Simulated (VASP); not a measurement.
Set up this calculation in VASP 6.6.1, as the native input.

* Task: single point
* Functional: r2SCAN
* Potentials or basis: VASP PAW PBE potentials, release 64 (Al, Cu)
* Cutoff: 520 eV
* k mesh: 12 × 12 × 12
* Occupations: gaussian, width 0.1 eV
* Spin: no spin polarisation
* Dipole correction: no
* Further INCAR settings: ALGO = Normal; EDIFF = 1e-06; NBANDS = 18

The system is Al3Cu.

```xyz
4
Lattice="3.9242 0.0000 0.0000 0.0000 3.9242 0.0000 0.0000 0.0000 3.9242" Properties=species:S:1:pos:R:3 pbc="T T T"
Al    0.0000    1.9621    1.9621
Al    1.9621    0.0000    1.9621
Al    1.9621    1.9621    0.0000
Cu    0.0000    0.0000    0.0000
```

These files were run (other wordings do the same):

POSCAR

```
Al3Cu
1.0
    3.9241510000      0.0000000000      0.0000000000
    0.0000000000      3.9241510000      0.0000000000
    0.0000000000      0.0000000000      3.9241510000
Al Cu
3 1
Direct
    0.0000000000      0.5000000000      0.5000000000
    0.5000000000      0.0000000000      0.5000000000
    0.5000000000      0.5000000000      0.0000000000
    0.0000000000      0.0000000000      0.0000000000
```

INCAR.step1

```
PREC = Accurate
ENCUT = 520
ISMEAR = 0
SIGMA = 0.1
LREAL = F
LASPH = T
NELM = 100
NBANDS = 18
GGA = PE
ALGO = Normal
EDIFF = 1E-4
LWAVE = T
LCHARG = F
```

INCAR.step2

```
PREC = Accurate
ENCUT = 520
EDIFF = 1E-6
ISMEAR = 0
SIGMA = 0.1
LREAL = F
LASPH = T
NELM = 100
ALGO = Normal
ISIF = 2
LWAVE = F
LCHARG = F
METAGGA = R2SCAN
LMIXTAU = T
NBANDS = 18
ISTART = 1
```

KPOINTS

```
Automatic mesh
0
Gamma
  12 12 12
```

Potentials or basis: VASP PAW PBE potentials, release 64 (Al, Cu).

Command:

```sh
$ cat potpaw_PBE.64/Al/POTCAR potpaw_PBE.64/Cu/POTCAR > POTCAR
$ cp INCAR.step1 INCAR
$ mpirun -np 1 vasp_std > vasp.out
$ cp INCAR.step2 INCAR
$ mpirun -np 1 vasp_std > vasp.out
```

Results of the run:

The pressure is -2.8 GPa. The band gap on the k mesh is zero (band 10 reaches 10.48 eV, above the bottom of band 11 at 6.26 eV).

Caveat: the PAW data sets were made with another functional, which shifts forces and pressure a little.

Run time: 3.9 min on 1 thread of Intel Xeon 6975P-C, with other jobs on the host, peak memory 0.23 GiB.
